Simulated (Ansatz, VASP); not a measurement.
**Ru in VASP and in Ansatz**

```
Ru
1.0
     0.00000    2.04077    1.74873
     2.04077    0.00000    1.74873
     2.04077    2.04077    0.00000
Ru
1
Direct
  0.00000 0.00000 0.00000
```

Alike in both runs: task single point; functional PBE; k mesh 22 × 22 × 22; occupations gaussian, width 0.15 eV; no spin polarisation.

|  | VASP | Ansatz |
| --- | --- | --- |
| version | VASP 6.6.1 | Ansatz 0.2.0 |
| potentials or method | VASP PAW PBE potentials, release 64 (Ru_pv), cutoff 520 eV | scalar-relativistic, plane waves, PAW |
| valence electrons in the cell | 14 | 16 |

Ansatz gave:

```
gap on the k mesh at the Fermi level (eV)                     : none
pressure (GPa)                                                : -11.1
traceless stress, the component that is largest in VASP (GPa) : 21.89
```

Problem. Estimate VASP's values.

Solution. gap on the k mesh at the Fermi level (eV): none; pressure (GPa): -11.3; traceless stress, the component that is largest in VASP (GPa): 21.85.

A gap of «none» marks a metal or a gap that the smearing closes. With one functional, cell and mesh, what is left measures potentials, basis and numerics. VASP's potentials hold 14 valence electrons a cell and Ansatz's 16, so a difference there can come from the potentials and not from the codes.
